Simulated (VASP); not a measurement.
# CoBi (F-43m) in VASP: single point with PBE

Aim: the single point of CoBi with PBE.

Program: VASP 6.6.1. These are calculated values, not measurements. Logs are shortened: lines on timing, memory, paths and dates and some standing lists are left out, and cuts for length are marked.

**1. The cell of the first run**

The structure is cubic, space group F-43m (No. 216). The conventional cell has a = 5.873 Å, b = 5.873 Å, c = 5.873 Å, α = 90.00°, β = 90.00°, γ = 90.00°. Co (site symmetry -43m) has 4 Bi at 2.54 Å within 3.4 Å. Within 3.4 Å of Bi (site symmetry -43m) lie 4 Co at 2.54 Å.

**2. Single point, PBE, collinear spin, ferromagnetic start**

INCAR

```
SYSTEM = CoBi
  PREC = Accurate
  ENCUT = 520
  EDIFF = 1E-6
  ISMEAR = 0
  SIGMA = 0.1
  LREAL = .False.
  LASPH = .True.
  NELM = 150
  ALGO = Normal
  ISIF = 2
  LWAVE = .False.
  LCHARG = .False.
  ISPIN = 2
  MAGMOM = 0.81 0
  LORBIT = 11
  LMAXMIX = 4
  GGA = PE
  NBANDS = 23
```

KPOINTS

```
Automatic mesh
0
Gamma
  12 12 12
  0 0 0
```

POSCAR

```
CoBi
1.0
    0.0000000000      2.9362538660      2.9362538660
    2.9362538660      0.0000000000      2.9362538660
    2.9362538660      2.9362538660      0.0000000000
Co Bi
1 1
Direct
    0.0000000000      0.0000000000      0.0000000000
    0.2500000000      0.2500000000      0.2500000000
```

Potentials or basis: VASP PAW PBE potentials, release 64 (Co, Bi_d).

Launch:

```bash
$ cat potpaw_PBE.64/Co/POTCAR potpaw_PBE.64/Bi_d/POTCAR > POTCAR
$ mpirun -np 1 vasp_std > vasp.out
```

OUTCAR:

```text
SYSTEM = CoBi
   PREC = Accurate
   ENCUT = 520
   EDIFF = 1E-6
   ISMEAR = 0
   LREAL = .False.
   LASPH = .True.
   NELM = 150
   ISIF = 2
   ISPIN = 2
   LORBIT = 11
   GGA = PE

 ion  position               nearest neighbor table
   1  0.000  0.000  0.000-   2 2.54   2 2.54   2 2.54   2 2.54
   2  0.250  0.250  0.250-   1 2.54   1 2.54   1 2.54   1 2.54

  LATTYP: Found a face centered cubic cell.
 ALAT       =     5.8725077320

  Lattice vectors:

 A1 = (   0.0000000000,   2.9362538660,   2.9362538660)
 A2 = (   2.9362538660,   0.0000000000,   2.9362538660)
 A3 = (   2.9362538660,   2.9362538660,   0.0000000000)

Analysis of symmetry for initial positions (statically):
=====================================================================
 Subroutine PRICEL returns:
 Original cell was already a primitive cell.

 Routine SETGRP: Setting up the symmetry group for a
 face centered cubic supercell.

 Subroutine GETGRP returns: Found 24 space group operations
 (whereof 24 operations were pure point group operations)
 out of a pool of 48 trial point group operations.

The static configuration has the point symmetry T_d .

Analysis of symmetry for dynamics (positions and initial velocities):
=====================================================================
 Subroutine PRICEL returns:
 Original cell was already a primitive cell.

 Routine SETGRP: Setting up the symmetry group for a
 face centered cubic supercell.

 Subroutine GETGRP returns: Found 24 space group operations
 (whereof 24 operations were pure point group operations)
 out of a pool of 48 trial point group operations.

The dynamic configuration has the point symmetry T_d .

Analysis of structural, dynamic, and magnetic symmetry:
=====================================================================
 Subroutine PRICEL returns:
 Original cell was already a primitive cell.

 Routine SETGRP: Setting up the symmetry group for a
 face centered cubic supercell.

 Subroutine GETGRP returns: Found 24 space group operations
 (whereof 24 operations were pure point group operations)
 out of a pool of 48 trial point group operations.

The overall configuration has the point symmetry T_d .

 Subroutine INISYM returns: Found 24 space group operations
 (whereof 24 operations are pure point group operations),
 and found     1 'primitive' translations

----------------------------------------------------------------------------------------

                                     Primitive cell

  volume of cell :      50.6303

  direct lattice vectors                    reciprocal lattice vectors
     0.000000000  2.936253866  2.936253866    -0.170285004  0.170285004  0.170285004
     2.936253866  0.000000000  2.936253866     0.170285004 -0.170285004  0.170285004
     2.936253866  2.936253866  0.000000000     0.170285004  0.170285004 -0.170285004

  length of vectors
     4.152490040  4.152490040  4.152490040     0.294942278  0.294942278  0.294942278

  position of ions in fractional coordinates (direct lattice)
     0.000000000  0.000000000  0.000000000
     0.250000000  0.250000000  0.250000000

  ion indices of the primitive-cell ions
   primitive index   ion index
                 1           1
                 2           2

----------------------------------------------------------------------------------------

 KPOINTS: Automatic mesh

Automatic generation of k-mesh.
 Grid dimensions read from file:
 generate k-points for:   12   12   12

 Generating k-lattice:

  Cartesian coordinates                     Fractional coordinates (reciprocal lattice)
    -0.014190417  0.014190417  0.014190417     0.083333333  0.000000000  0.000000000
     0.014190417 -0.014190417  0.014190417     0.000000000  0.083333333  0.000000000
     0.014190417  0.014190417 -0.014190417     0.000000000  0.000000000  0.083333333

  Length of vectors
     0.024578523  0.024578523  0.024578523

  Shift w.r.t. Gamma in fractional coordinates (k-lattice)
     0.000000000  0.000000000  0.000000000

 Subroutine IBZKPT returns following result:
 ===========================================

 Found     72 irreducible k-points:

 Following reciprocal coordinates:
            Coordinates               Weight
  0.000000  0.000000  0.000000      1.000000
  0.083333  0.000000  0.000000      8.000000
  0.166667  0.000000  0.000000      8.000000
  0.250000  0.000000  0.000000      8.000000
  0.333333  0.000000  0.000000      8.000000
  0.416667  0.000000  0.000000      8.000000
[... 16 lines left out ...]
  0.500000  0.166667  0.000000     24.000000
 -0.416667  0.166667  0.000000     24.000000
 [... further k-points ...]
   k-points           NKPTS =     72   k-points in BZ     NKDIM =     72   number of bands    NBANDS=     23
   number of dos      NEDOS =    301   number of ions     NIONS =      2
   total plane-waves  NPLWV =  32768
   dimension x,y,z NGX =    32 NGY =   32 NGZ =   32
   dimension x,y,z NGXF=    64 NGYF=   64 NGZF=   64
   ions per type =               1   1
   NGX,Y,Z   is equivalent  to a cutoff of  12.81, 12.81, 12.81 a.u.
   NGXF,Y,Z  is equivalent  to a cutoff of  25.62, 25.62, 25.62 a.u.
 SYSTEM =  CoBi
   PREC   = accura    normal or accurate (medium, high low for compatibility)
   ISTART =      0    job   : 0-new  1-cont  2-samecut
   ICHARG =      2    charge: 1-file 2-atom 10-const
   ISPIN  =      2    spin polarized calculation?
   LNONCOLLINEAR =      F non collinear calculations
   LSORBIT =      F    spin-orbit coupling
   LASPH  =      T    aspherical Exc in radial PAW
   ENCUT  =  520.0 eV  38.22 Ry    6.18 a.u.   7.72  7.72  7.72*2*pi/ulx,y,z
   NELM   =    150;   NELMIN=  2; NELMDL= -5     # of ELM steps
   EDIFF  = 0.1E-05   stopping-criterion for ELM
   LREAL  =      F    real-space projection
   EDIFFG = 0.1E-04   stopping-criterion for IOM
   NSW    =      0    number of steps for IOM
   IBRION =     -1    ionic relax: 0-MD 1-quasi-New 2-CG
   NFREE  =      0    steps in history (QN), initial steepest desc. (CG)
   ISIF   =      2    stress and relaxation
   ISYM   =      2    0-nonsym 1-usesym 2-fastsym
   POTIM  = 0.5000    time-step for ionic-motion
   TEBEG  =    0.0;   TEEND  =   0.0 temperature during run
   PSTRESS=    0.0 pullay stress
   NELECT =      24.0000    total number of electrons
   NUPDOWN=      -1.0000    fix difference up-down
   EMIN   =  10.00;   EMAX   =-10.00  energy-range for DOS
   EFERMI =   0.00;   METHOD = LEGACY
   ISMEAR =     0;   SIGMA  =   0.10  broadening in eV -4-tet -1-fermi 0-gaus
   EFERMI_NEDOS =   21; number of points for ismear=-14 and -15
   IALGO  =     38    algorithm
   IMIX   =      4    mixing-type and parameters
     AMIX     =   0.40;   BMIX     =  1.00
     AMIX_MAG =   1.60;   BMIX_MAG =  1.00
  volume/ion in A,a.u.               =      25.32       170.84
  Fermi-wavevector in a.u.,A,eV,Ry     =   1.276463  2.412166 22.168767  1.629358
  Thomas-Fermi vector in A             =   2.409118
   LORBIT       =     11    0 simple, 1 ext, 2 COOP (PROOUT), +10 PAW based schemes
   GGA     = PE    functional components
   LHFCALC =     F    Hartree Fock is set to
   AEXX    =    0.0000 exact exchange contribution
   IVDW    =     0    specifies the selected vdW correction
   LEPSILON=     F    determine dielectric tensor
   LRPA    =     F    only Hartree local field effects (RPA)
 spin polarized calculation
 Gauss-broadening in eV      SIGMA  =   0.10
  energy-cutoff  :      520.00
  volume of cell :       50.63
 maximum number of plane-waves:      1381
   NGX = 15   NGY = 15   NGZ = 15

 number of electron      23.9999992 magnetization       0.0019063

 Free energy of the ion-electron system (eV)
  ---------------------------------------------------
  ext. energy  EPLUGINS =         0.00000000
  ---------------------------------------------------
  free energy    TOTEN  =        -9.47604590 eV

  energy without entropy =       -9.46473621  energy(sigma->0) =       -9.47039105

 E-fermi :   5.8343     XC(G=0):  -9.9302

 val. band max:        5.8307711814   @ k =   0.5000   0.5000   0.0000
 cond. band min:       5.8377844056   @ k =   0.5000   0.4167   0.0000
 fundamental gap:      0.0070132242
 Fermi energy:         5.8343087911

 spin component 1

 k-point     1 :       0.0000    0.0000    0.0000
  band No.  band energies     occupation
      1     -16.5140      1.00000
      2     -16.5140      1.00000
      3     -16.5140      1.00000
      4     -16.4608      1.00000
      5     -16.4608      1.00000
      6      -5.9806      1.00000
[... 15 lines left out ...]
     22      16.7943      0.00000
     23      18.5879      0.00000
[... 575 lines left out ...]
      1     -16.5115      1.00000
      2     -16.5036      1.00000
      3     -16.4985      1.00000
      4     -16.4573      1.00000
      5     -16.4542      1.00000
      6      -4.6989      1.00000
[... 15 lines left out ...]
     22      22.4517      0.00000
     23      22.9713      0.00000

 [... further k-points ...]

 spin component 2

 k-point     1 :       0.0000    0.0000    0.0000
  band No.  band energies     occupation
      1     -16.5141      1.00000
      2     -16.5141      1.00000
      3     -16.5141      1.00000
      4     -16.4608      1.00000
      5     -16.4608      1.00000
      6      -5.9807      1.00000
[... 15 lines left out ...]
     22      16.7944      0.00000
     23      18.5880      0.00000
[... 575 lines left out ...]
      1     -16.5116      1.00000
      2     -16.5037      1.00000
      3     -16.4985      1.00000
      4     -16.4574      1.00000
      5     -16.4543      1.00000
      6      -4.6990      1.00000
[... 15 lines left out ...]
     22      22.4517      0.00000
     23      22.9714      0.00000

 [... further k-points ...]

------------------------ aborting loop because EDIFF is reached ----------------------------------------

  FORCE on cell =-STRESS in cart. coord.  units (eV):
  Direction    XX          YY          ZZ          XY          YZ          ZX
  --------------------------------------------------------------------------------------
  -------------------------------------------------------------------------------------
  Total       -0.0151464     -0.0151464     -0.0151464     -0.0000000      0.0000000     -0.0000000
  in kB       -0.4793035     -0.4793035     -0.4793035     -0.0000000      0.0000000     -0.0000000
  external PRESSURE =      -0.4793035 kB  Pullay stress =       0.0000000 kB

 VOLUME and BASIS-vectors are now :
 -----------------------------------------------------------------------------
  energy-cutoff  :      520.00
  volume of cell :       50.63
      direct lattice vectors                 reciprocal lattice vectors
     0.000000000  2.936253866  2.936253866    -0.170285004  0.170285004  0.170285004
     2.936253866  0.000000000  2.936253866     0.170285004 -0.170285004  0.170285004
     2.936253866  2.936253866  0.000000000     0.170285004  0.170285004 -0.170285004

 POSITION                                       TOTAL-FORCE (eV/Angst)
 -----------------------------------------------------------------------------------
      0.00000      0.00000      0.00000         0.000000      0.000000      0.000000
      1.46813      1.46813      1.46813        -0.000000     -0.000000     -0.000000
 -----------------------------------------------------------------------------------
    total drift:                                0.000001      0.000001      0.000001

  FREE ENERGIE OF THE ION-ELECTRON SYSTEM (eV)
  ---------------------------------------------------
  free  energy   TOTEN  =        -9.4760458955 eV

  energy  without entropy=       -9.4647362081  energy(sigma->0) =       -9.47039105

 total charge

# of ion       s       p       d       tot
------------------------------------------
    1        0.434   0.280   7.481   8.196
    2        1.459   1.529   9.950  12.937
--------------------------------------------------
tot          1.893   1.809  17.431  21.133

 magnetization (x)

# of ion       s       p       d       tot
------------------------------------------
    1        0.000   0.000   0.002   0.002
    2        0.000  -0.000   0.000  -0.000
--------------------------------------------------
tot          0.000  -0.000   0.002   0.002
```

Run time: 3.7 min. Hardware: 1 thread of Intel Xeon Platinum 8259CL at 2.50GHz (Skylake/Cascade Lake), shared host; peak memory 0.29 GiB.

What came out:

- Free energy: -9.4760 eV
- Pressure: 0.0 GPa
- Band gap on the k mesh: zero (filled and empty bands overlap)
- Net moment: 0.00 μB per cell
- Valence electrons inside the program's atomic spheres: Co 8.20; Bi 12.94

Levels at points of the mesh, in eV from the Fermi level:
Spin up:
| k point | band 9 | band 10 | band 11 | band 12 | band 13 | band 14 | band 15 | band 16 |
| --- | --- | --- | --- | --- | --- | --- | --- | --- |
| (0.00, 0.00, 0.00) | -1.96 | -0.76 | -0.76 | 3.83 | 3.87 | 3.87 | 3.87 | 6.72 |
| (0.50, 0.00, 0.00) | -1.82 | -0.74 | -0.74 | -0.66 | 2.15 | 2.15 | 4.52 | 7.34 |
| (0.50, 0.50, 0.00) | -1.49 | -0.97 | -0.73 | -0.53 | 0.00 | 0.00 | 3.94 | 4.79 |
Spin down:
```
           k point  band 10  band 11  band 12  band 13  band 14  band 15
(0.00, 0.00, 0.00)    -0.76    -0.76     3.83     3.87     3.87     3.87
(0.50, 0.00, 0.00)    -0.74    -0.74    -0.66     2.15     2.15     4.52
(0.50, 0.50, 0.00)    -0.97    -0.73    -0.53     0.00     0.00     3.94
```

Caveat: spin-orbit coupling is left out, which moves the levels of the heavy elements.
